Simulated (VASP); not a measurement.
# NaHgF3: single point with r2SCAN

Crystal: NaHgF3.

```xyz
5
Lattice="4.4988 0.0000 0.0000 0.0000 4.4988 0.0000 0.0000 0.0000 4.5663" Properties=species:S:1:pos:R:3 pbc="T T T"
Na    0.0000    0.0000    0.0000
Hg    2.2494    2.2494    2.2832
F     2.2494    2.2494    0.0000
F     2.2494    0.0000    2.2832
F     0.0000    2.2494    2.2832
```

This cell differs from its parent crystal: uniaxial z strain +1.5%.

* Program: VASP 6.6.1
* Task: single point
* Functional: r2SCAN
* Potentials or basis: VASP PAW PBE potentials, release 64 (Na_pv, Hg, F)
* Cutoff: 520 eV
* k mesh: 6 × 6 × 6
* Occupations: gaussian, width 0.01 eV
* Spin: no spin polarisation
* Dipole correction: no
* Further INCAR settings: ALGO = Normal; EDIFF = 1e-06; NBANDS = 28

* Pressure: -0.4 GPa
* Band gap on the k mesh: 0.80 eV (least direct gap 3.60 eV)

Stress tensor (GPa, compression positive):
```
-0.06  0.00  0.00
 0.00 -0.06  0.00
 0.00  0.00 -1.04
```

Levels at points of the mesh, in eV from the valence-band top:
| k point | band 18 | band 19 | band 20 | band 21 | band 22 | band 23 |
| --- | --- | --- | --- | --- | --- | --- |
| (0.00, 0.00, 0.00) | -2.86 | -2.79 | -2.79 | 0.80 | 5.63 | 10.14 |
| (0.50, 0.00, 0.00) | -2.40 | -2.40 | -2.08 | 3.46 | 5.20 | 8.30 |
| (0.50, 0.50, 0.00) | -2.40 | -2.40 | 0.00 | 5.06 | 6.76 | 6.98 |
| (0.00, 0.00, 0.50) | -2.37 | -2.37 | -2.07 | 3.32 | 5.13 | 8.31 |
| (0.50, 0.00, 0.50) | -2.39 | -2.36 | -0.09 | 4.96 | 6.71 | 6.91 |
| (0.50, 0.50, 0.50) | -2.40 | -0.11 | 0.00 | 6.26 | 6.95 | 8.17 |

Wall time 6.8 min on 1 thread of Oxide Virtual Turin-like Processor (shared host), peak memory 0.24 GiB.

Caveat: the cell differs from its parent crystal (uniaxial z strain +1.5%); the PAW data sets were made with another functional, which shifts forces and pressure a little; spin-orbit coupling is left out, which moves the levels of the heavy elements. A k mesh can miss the band edges.
